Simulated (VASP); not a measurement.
A run of VASP 6.6.1 is set up as follows.

POSCAR

```
Sb
1.0
    3.1600000000      0.0000000000      0.0000000000
    0.0000000000      3.1600000000      0.0000000000
    0.0000000000      0.0000000000      3.1600000000
Sb
1
Direct
    0.0000000000      0.0000000000      0.0000000000
```

Contents of INCAR.step1:

```
SYSTEM = Sb
ALGO     = Normal         ! electronic algorithm
EDIFF    = 1E-5           ! SCF threshold, eV
ENCUT    = 520            ! plane-wave cutoff, eV
GGA      = PE             ! functional
ISIF     = 2              ! what is computed and relaxed
ISMEAR   = -1             ! smearing method
LASPH    = .True.         ! aspherical terms in the spheres
LCHARG   = .False.        ! write CHGCAR
LREAL    = .False.        ! projectors in reciprocal space
LWAVE    = .True.         ! write WAVECAR
NBANDS   = 8              ! bands
NELM     = 100            ! most SCF steps
PREC     = Accurate       ! precision mode
SIGMA    = 0.05           ! smearing width, eV
```

The input INCAR.step2:

```
SYSTEM = Sb
AEXX     = 0.15           ! exact-exchange fraction
ALGO     = Normal         ! electronic algorithm
EDIFF    = 1E-7           ! SCF threshold, eV
ENCUT    = 520            ! plane-wave cutoff, eV
GGA      = PE             ! functional
HFSCREEN = 0.2            ! screening, 1/A
ISIF     = 2              ! what is computed and relaxed
ISMEAR   = -1             ! smearing method
ISTART   = 1            
LASPH    = .True.         ! aspherical terms in the spheres
LCHARG   = .False.        ! write CHGCAR
LHFCALC  = .True.         ! exact exchange
LREAL    = .False.        ! projectors in reciprocal space
LWAVE    = .False.        ! write WAVECAR
NBANDS   = 8              ! bands
NELM     = 100            ! most SCF steps
PREC     = Accurate       ! precision mode
PRECFOCK = Normal       
SIGMA    = 0.05           ! smearing width, eV
```

KPOINTS

```
k-points
0
Gamma
  4 4 4
  0 0 0
```

Potentials or basis: VASP PAW PBE potentials, release 64 (Sb).

Command:

```sh
$ cat potpaw_PBE.64/Sb/POTCAR > POTCAR
$ cp INCAR.step1 INCAR
$ mpirun -np 1 vasp_std > vasp.out
$ cp INCAR.step2 INCAR
$ mpirun -np 1 vasp_std > vasp.out
```

Predict the band gap on the k mesh.

zero (an odd number of electrons rules out a gap without spin polarisation).

Predict the pressure.

-4.9 GPa.

Caveat: the k points lie up to 0.50 Å⁻¹ apart, too coarse for converged energies and pressures of a metal; the PAW data sets were made with another functional, which shifts forces and pressure a little; spin-orbit coupling is left out, which moves the levels of the heavy elements.
